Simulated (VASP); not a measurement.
Input of a VASP 6.6.1 run:

The input POSCAR:

```
BN
1.0
    0.0000000000      1.8048254497      1.8048254497
    1.8048254497      0.0000000000      1.8048254497
    1.8048254497      1.8048254497      0.0000000000
B N
1 1
Direct
    0.0000000000      0.0000000000      0.0000000000
    0.2500000000      0.2500000000      0.2500000000
```

INCAR.step1

```
SYSTEM = BN
  ALGO = Normal
  EDIFF = 1E-5
  ENCUT = 520
  GGA = PE
  ISIF = 2
  ISMEAR = 0
  LASPH = .True.
  LCHARG = .False.
  LREAL = .False.
  LWAVE = .True.
  NBANDS = 11
  NELM = 100
  PREC = Accurate
  SIGMA = 0.01
```

Contents of INCAR.step2:

```
SYSTEM = BN
  ALGO = Normal
  EDIFF = 1E-6
  ENCUT = 520
  GGA = PE
  HFSCREEN = 0.2079
  ISIF = 2
  ISMEAR = 0
  ISTART = 1
  LASPH = .True.
  LCHARG = .False.
  LHFCALC = .True.
  LREAL = .False.
  LWAVE = .False.
  NBANDS = 11
  NELM = 100
  PREC = Accurate
  PRECFOCK = Normal
  SIGMA = 0.01
```

File KPOINTS:

```
k-points
0
Gamma
  6 6 6
  0 0 0
```

Potentials or basis: VASP PAW PBE potentials, release 64 (B, N).

Run with:

```console
$ cat potpaw_PBE.64/B/POTCAR potpaw_PBE.64/N/POTCAR > POTCAR
$ cp INCAR.step1 INCAR
$ mpirun -np 1 vasp_std > vasp.out
$ cp INCAR.step2 INCAR
$ mpirun -np 1 vasp_std > vasp.out
```

Question: What does it give for the pressure?

Answer: -3.9 GPa.

Question: What does it give for the band gap on the k mesh?

Answer: 5.78 eV, indirect (least direct gap 10.58 eV).

Caveat: the k points lie up to 0.50 Å⁻¹ apart; the PAW data sets were made with another functional, which shifts forces and pressure a little. A k mesh can miss the band edges.
